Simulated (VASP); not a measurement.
Input of a VASP 6.6.1 run:

INCAR

```
ALGO = Normal ; EDIFF = 1E-6
ENCUT = 520 ; GGA = PS
ISIF = 2 ; ISMEAR = 0
LASPH = T ; LCHARG = F
LREAL = F ; LWAVE = F
NBANDS = 18 ; NELM = 100
PREC = Accurate ; SIGMA = 0.15
```

The input KPOINTS:

```
k-points
0
Gamma
  14 14 14
```

The input POSCAR:

```
Au
1.0
    0.0000000000     -3.3145380000      0.0000000000
   -3.3145380000      0.0000000000      0.0000000000
    0.0000000000      0.0000000000     -3.3145380000
Au
2
Direct
    0.5000000000      0.5000000000      0.5000000000
    0.0000000000      0.0000000000      0.0000000000
```

Potentials or basis: VASP PAW PBE potentials, release 64 (Au).

The run is started by

```sh
$ cat potpaw_PBE.64/Au/POTCAR > POTCAR
$ mpirun -np 1 vasp_std > vasp.out
```

Q: Predict the band gap on the k mesh.

A: Zero (bands 11 and 12 overlap by 4.70 eV).

Q: Estimate the pressure.

A: -9.5 GPa.

Caveat: the cell stands under tension; the PAW data sets were made with another functional, which shifts forces and pressure a little; spin-orbit coupling is left out, which moves the levels of the heavy elements.
